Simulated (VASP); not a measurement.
A run of VASP 6.6.1 is set up as follows.

The input INCAR:

```
SYSTEM = H
PREC = Accurate
ENCUT = 500
EDIFF = 1E-6
ISMEAR = 0
SIGMA = 0.02
LREAL = .False.
LASPH = .True.
NELM = 120
ALGO = Normal
ISIF = 2
LWAVE = .False.
LCHARG = .False.
GGA = PE
NBANDS = 10
GGA_COMPAT = .False.
```

Contents of KPOINTS:

```
regular mesh
0
Gamma
  9 9 6
  0 0 0
```

POSCAR

```
H
1.0
    3.7470861274      0.0000000000      0.0000000000
   -1.8735430637      3.2450717765      0.0000000000
    0.0000000000      0.0000000000      4.9306504445
H
4
Direct
    0.3333333333      0.6666666667      0.1738858178
    0.6666666667      0.3333333333      0.6738858178
    0.6666666667      0.3333333333      0.8261141822
    0.3333333333      0.6666666667      0.3261141822
```

Potentials or basis: VASP PAW PBE potentials, release 64 (H).

Launch:

```sh
$ cat potpaw_PBE.64/H/POTCAR > POTCAR
$ mpirun -np 1 vasp_std > vasp.out
```

Q: Estimate the largest force.

A: 0.009 eV/Å.

Q: Predict the band gap on the k mesh.

A: 9.21 eV.

Q: What does it give for the pressure?

A: -0.1 GPa.

Forces on the atoms (eV/Å):
```
H    0.000  0.000  0.009
H    0.000  0.000  0.009
H    0.000  0.000 -0.009
H    0.000  0.000 -0.009
```

Caveat: this functional lacks dispersion, which holds the molecules together, so the pressure and a relaxed volume are unreliable. A k mesh can miss the band edges.
